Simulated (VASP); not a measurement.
# VO2 (P4_2/mnm) in VASP: notebook, part 3 of 3

VASP 6.6.1. The steps go on from the part before.

## 6. Single point, PBEsol+D3(BJ), collinear spin, ferromagnetic start

This run uses another cell than the first one, of 10.10 Å³/atom.

The input, INCAR:

```
SYSTEM = VO2
  PREC = Accurate
  ENCUT = 600
  EDIFF = 1E-6
  ISMEAR = -1
  SIGMA = 0.05
  LREAL = .False.
  LASPH = .True.
  NELM = 200
  ALGO = Normal
  ISIF = 2
  LWAVE = .False.
  LCHARG = .False.
  ISPIN = 2
  MAGMOM = 2 2 0 0 0 0
  LORBIT = 11
  LMAXMIX = 4
  GGA = PS
  IVDW = 12
  NBANDS = 38
  GGA_COMPAT = .False.
```

The input, KPOINTS:

```
Automatic mesh
0
Gamma
  6 6 9
  0 0 0
```

The input, POSCAR:

```
VO2
1.0
    4.4769514558      0.0000000000      0.0000000000
    0.0000000000      4.4769514558      0.0000000000
    0.0000000000      0.0000000000      3.0240168340
V O
2 4
Direct
    0.5000000000      0.5000000000      0.5000000000
    0.0000000000      0.0000000000      0.0000000000
    0.2003580000      0.7996420000      0.5000000000
    0.7996420000      0.2003580000      0.5000000000
    0.7003580000      0.7003580000      0.0000000000
    0.2996420000      0.2996420000      0.0000000000
```

Potentials or basis: VASP PAW PBE potentials, release 64 (V_sv, O).

Command:

```sh
cat potpaw_PBE.64/V_sv/POTCAR potpaw_PBE.64/O/POTCAR > POTCAR
mpirun -np 1 vasp_std > vasp.out
```

OUTCAR:

```text
SYSTEM = VO2
   PREC = Accurate
   ENCUT = 600
   EDIFF = 1E-6
   ISMEAR = -1
   LREAL = .False.
   LASPH = .True.
   NELM = 200
   ISIF = 2
   ISPIN = 2
   LORBIT = 11
   GGA = PS
   IVDW = 12
 IVDW          = 12

 ion  position               nearest neighbor table
   1  0.500  0.500  0.500-   3 1.90   4 1.90   5 1.97   6 1.97   5 1.97   6 1.97
   2  0.000  0.000  0.000-   5 1.90   6 1.90   3 1.97   4 1.97   3 1.97   4 1.97
   3  0.200  0.800  0.500-   1 1.90   2 1.97   2 1.97
   4  0.800  0.200  0.500-   1 1.90   2 1.97   2 1.97
   5  0.700  0.700  0.000-   2 1.90   1 1.97   1 1.97
   6  0.300  0.300  0.000-   2 1.90   1 1.97   1 1.97

  LATTYP: Found a simple tetragonal cell.
 ALAT       =     4.4769514558
 C/A-ratio  =     0.6754633960

  Lattice vectors:

 A1 = (   4.4769514558,   0.0000000000,   0.0000000000)
 A2 = (   0.0000000000,   4.4769514558,   0.0000000000)
 A3 = (   0.0000000000,   0.0000000000,   3.0240168340)

Analysis of symmetry for initial positions (statically):
=====================================================================
 Subroutine PRICEL returns:
 Original cell was already a primitive cell.

 Routine SETGRP: Setting up the symmetry group for a
 simple tetragonal supercell.

 Subroutine GETGRP returns: Found 16 space group operations
 (whereof  8 operations were pure point group operations)
 out of a pool of 16 trial point group operations.

The static configuration has the point symmetry D_2h.
 The point group associated with its full space group is D_4h.

Analysis of symmetry for dynamics (positions and initial velocities):
=====================================================================
 Subroutine PRICEL returns:
 Original cell was already a primitive cell.

 Routine SETGRP: Setting up the symmetry group for a
 simple tetragonal supercell.

 Subroutine GETGRP returns: Found 16 space group operations
 (whereof  8 operations were pure point group operations)
 out of a pool of 16 trial point group operations.

The dynamic configuration has the point symmetry D_2h.
 The point group associated with its full space group is D_4h.

Analysis of structural, dynamic, and magnetic symmetry:
[... 184 lines left out ...]
      6     -33.8270      1.00000
[... 949 lines left out ...]
     36      15.6625      0.00000
     37      18.6963      0.00000

 [... further k-points ...]

 spin component 2

 k-point     1 :       0.0000    0.0000    0.0000
  band No.  band energies     occupation
      1     -58.8474      1.00000
      2     -58.8370      1.00000
      3     -32.8637      1.00000
      4     -32.8637      1.00000
      5     -32.7424      1.00000
      6     -32.7171      1.00000
[... 949 lines left out ...]
     36      15.7884      0.00000
     37      19.0149      0.00000

 [... further k-points ...]

 [bands above 37 left out]

------------------------ aborting loop because EDIFF is reached ----------------------------------------

 Edisp (eV)   -1.17267

 E8    (eV) :    -0.7213

  FORCE on cell =-STRESS in cart. coord.  units (eV):
  Direction    XX          YY          ZZ          XY          YZ          ZX
  --------------------------------------------------------------------------------------
  -------------------------------------------------------------------------------------
  Total      -3.19809    -3.19809   -10.72610    -0.00000     0.00000     0.00000
  in kB     -84.53809   -84.53809  -283.53284    -0.00000     0.00000     0.00000
  external pressure =     -150.87 kB  Pullay stress =        0.00 kB

 VOLUME and BASIS-vectors are now :
 -----------------------------------------------------------------------------
  energy-cutoff  :      600.00
  volume of cell :       60.61
      direct lattice vectors                 reciprocal lattice vectors
     4.476951456  0.000000000  0.000000000     0.223366282  0.000000000  0.000000000
     0.000000000  4.476951456  0.000000000     0.000000000  0.223366282  0.000000000
     0.000000000  0.000000000  3.024016834     0.000000000  0.000000000  0.330685990

 POSITION                                       TOTAL-FORCE (eV/Angst)
 -----------------------------------------------------------------------------------
      2.23848      2.23848      1.51201        -0.000000      0.000000      0.000000
      0.00000      0.00000      0.00000        -0.000000      0.000000      0.000000
      0.89699      3.57996      1.51201        -0.196289      0.196289      0.000000
      3.57996      0.89699      1.51201         0.196289     -0.196289      0.000000
      3.13547      3.13547      0.00000        -0.196289     -0.196289      0.000000
      1.34148      1.34148      0.00000         0.196289      0.196289      0.000000
 -----------------------------------------------------------------------------------
    total drift:                                0.000000      0.000000      0.000000

  FREE ENERGIE OF THE ION-ELECTRON SYSTEM (eV)
  ---------------------------------------------------
  free  energy   TOTEN  =       -55.4789325760 eV

  energy  without entropy=      -55.4386650943  energy(sigma->0) =      -55.45879884

 total charge

# of ion       s       p       d       tot
------------------------------------------
    1        2.277   6.317   2.867  11.461
    2        2.277   6.317   2.867  11.461
    3        1.562   3.445   0.000   5.007
    4        1.562   3.445   0.000   5.007
    5        1.562   3.445   0.000   5.007
    6        1.562   3.445   0.000   5.007
--------------------------------------------------
tot         10.803  26.414   5.734  42.951

 magnetization (x)

# of ion       s       p       d       tot
------------------------------------------
    1        0.015   0.012   1.040   1.066
    2        0.015   0.012   1.040   1.066
    3       -0.002  -0.060   0.000  -0.062
    4       -0.002  -0.060   0.000  -0.062
    5       -0.002  -0.060   0.000  -0.062
    6       -0.002  -0.060   0.000  -0.062
--------------------------------------------------
tot          0.022  -0.217   2.079   1.884
```

stdout:

```text
POSCAR found type information on POSCAR V O
 POSCAR found :  2 types and       6 ions
 scaLAPACK will be used
 -----------------------------------------------------------------------------
|                                                                             |
|                                                                             |
|     You enforced a specific xc type in the INCAR file but a different       |
|     I HOPE YOU KNOW WHAT YOU ARE DOING!                                     |
|                                                                             |
 -----------------------------------------------------------------------------

 LDA part: xc-table for (Slater+PW92), standard interpolation
 POSCAR, INCAR and KPOINTS ok, starting setup
 FFT: planning ... GRIDC
 FFT: planning ... GRID_SOFT
 FFT: planning ... GRID
 WAVECAR not read
 entering main loop
```

Wall time 1.7 min (1 thread of Intel Xeon 6975P-C (Granite Rapids), shared host); peak memory 0.33 GiB.

Results:

```yaml
Free_energy: -55.4789 eV
Pressure: -15.1 GPa
Largest_force: 0.278 eV/Å
Band_gap_on_the_k_mesh: zero (filled and empty bands overlap)
Net_moment: 2.00 μB per cell
Site_moments: V +1.07; O -0.06 μB
Valence_electrons_inside_the_program's_atomic_spheres: V 11.46; O 5.01
Dispersion_energy_per_atom: -0.195 eV
```

Forces on the atoms (eV/Å):
```
V    0.000  0.000  0.000
V    0.000  0.000  0.000
O   -0.196  0.196  0.000
O    0.196 -0.196  0.000
O   -0.196 -0.196  0.000
O    0.196  0.196  0.000
```

Caveat: the stress differs along the axes, from -28 to -8 GPa; the PAW data sets were made with another functional, which shifts forces and pressure a little; semilocal functionals often make such compounds metallic where correlation or magnetic order opens a gap, which also shifts bond lengths. With open d or f shells a metallic result of PBEsol can be an artefact of self-interaction; +U or a hybrid may open a gap.

## 7. Summary

```tsv
level	potentials or basis	cell	gap on the mesh (eV)	pressure (GPa)	moment (μB)	largest force (eV/Å)
PBE+D4	VASP PAW PBE potentials, release 64 (V_sv, O)	a = 4.553, b = 4.553, c = 2.826 Å, 6 atoms, atomic positions A	none	0.7	2.00	0.03
LDA	VASP PAW LDA potentials, release 64 (V_sv, O)	a = 4.567, b = 4.567, c = 3.085 Å, 6 atoms, atomic positions B	none	-28.7	2.00	0.33
BLYP	VASP PAW PBE potentials, release 64 (V_sv, O)	a = 4.596, b = 4.596, c = 3.104 Å, 6 atoms, atomic positions B	none	-13.1	2.00	0.22
PBEsol+D3(BJ)	VASP PAW PBE potentials, release 64 (V_sv, O)	a = 4.446, b = 4.446, c = 3.003 Å, 6 atoms, atomic positions B	none	-10.8	2.00	0.27
PBEsol+D3(BJ)	VASP PAW PBE potentials, release 64 (V_sv, O)	a = 4.477, b = 4.477, c = 3.024 Å, 6 atoms, atomic positions B	none	-15.1	2.00	0.28
```

Alike in all rows: task single point; spin collinear, ferromagnetic start; k mesh 6 × 6 × 9; cutoff (eV) 600; smearing fermi-dirac 0.05 eV.

Caveats: semilocal functionals often make such compounds metallic where correlation or magnetic order opens a gap, which also shifts bond lengths; the PAW data sets were made with another functional, which shifts forces and pressure a little (at least some runs); the stress differs along the axes, from -42 to -22 GPa (at least some runs); the stress differs along the axes, from -23 to -8 GPa (at least some runs); the stress differs along the axes, from -24 to -4 GPa (at least some runs); the stress differs along the axes, from -28 to -8 GPa (at least some runs).

Total energies depend on the potentials used, so only differences within one code and one set of settings carry meaning.
